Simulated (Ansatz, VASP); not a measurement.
**Al2Ru in VASP and in Ansatz**

INCAR

```
ALGO = Fast
EDIFF = 1E-6
ENCUT = 520
GGA = PS
ISIF = 2
ISMEAR = 0
LASPH = True
LCHARG = False
LREAL = False
LWAVE = False
NBANDS = 52
NELM = 80
PREC = Accurate
SIGMA = 0.15
```

KPOINTS

```
k-points
0
Gamma
  15 15 3
```

Contents of POSCAR:

```
Al2Ru
1.0
   -3.1213577640      0.0000000000      0.0000000000
    0.0000000000     -3.1213577640      0.0000000000
    0.0000000000      0.0000000000     18.8462082954
Al Ru
8 4
Direct
    0.5000000000      0.5000000000      0.4063014905
    1.0000000000      1.0000000000      0.1828320261
    0.5000000000      0.5000000000      0.8532404193
    1.0000000000      1.0000000000      0.6297709549
    0.0000000000      0.0000000000      0.0406374383
    0.5000000000      0.5000000000      0.7110458316
    0.0000000000      0.0000000000      0.4875763671
    0.5000000000      0.5000000000      0.2641069027
    0.0000000000      0.0000000000      0.3352041966
    0.5000000000      0.5000000000      0.1117347322
    0.0000000000      0.0000000000      0.7821431254
    0.5000000000      0.5000000000      0.5586736610
```

Input for Ansatz:

```yaml
crystal:
  lattice:
    - [-3.121357764, 0.0, 0.0]
    - [0.0, -3.121357764, 0.0]
    - [0.0, 0.0, 18.8462082954]
  atoms:
    - { symbol: Al, position: [0.5, 0.5, 0.4063014905] }
    - { symbol: Al, position: [1.0, 1.0, 0.1828320261] }
    - { symbol: Al, position: [0.5, 0.5, 0.8532404193] }
    - { symbol: Al, position: [1.0, 1.0, 0.6297709549] }
    - { symbol: Al, position: [0.0, 0.0, 0.0406374383] }
    - { symbol: Al, position: [0.5, 0.5, 0.7110458316] }
    - { symbol: Al, position: [0.0, 0.0, 0.4875763671] }
    - { symbol: Al, position: [0.5, 0.5, 0.2641069027] }
    - { symbol: Ru, position: [0.0, 0.0, 0.3352041966] }
    - { symbol: Ru, position: [0.5, 0.5, 0.1117347322] }
    - { symbol: Ru, position: [0.0, 0.0, 0.7821431254] }
    - { symbol: Ru, position: [0.5, 0.5, 0.558673661] }
basis:
  ecutwfc: 420
kpoints:
  mp_grid: { grid: [15, 15, 3] }
hamiltonian:
  xc: pbesol
scf:
  occupations: { method: gaussian, width: 0.15 }
output:
  forces: true
  stress: true
  eigenvalues: true
```

Alike in both runs: task single point; functional PBEsol; k mesh 15 × 15 × 3; occupations gaussian, width 0.15 eV; no spin polarisation.

|  | VASP | Ansatz |
| --- | --- | --- |
| version | VASP 6.6.1 | Ansatz 0.2.0 |
| potentials or method | VASP PAW PBE potentials, release 64 (Al, Ru_pv), cutoff 520 eV | scalar-relativistic, plane waves, PAW |
| valence electrons in the cell | 80 | 88 |

Ansatz gave:

```
gap on the k mesh at the Fermi level (eV)                     : none
pressure (GPa)                                                : -3.4
traceless stress, the component that is largest in VASP (GPa) : 0.51
rms of the force components (eV/Å)                            : 0.080
```

**Question.** Estimate VASP's values.

**Answer.** gap on the k mesh at the Fermi level (eV): none; pressure (GPa): -3.3; traceless stress, the component that is largest in VASP (GPa): 0.50; rms of the force components (eV/Å): 0.083.

VASP's potentials were made for PBE, not for PBEsol. Atom by atom the forces differ by 0.004 eV/Å (rms over components). A gap of «none» marks a metal or a gap that the smearing closes. VASP's potentials hold 80 valence electrons a cell and Ansatz's 88, so a difference there can come from the potentials and not from the codes.
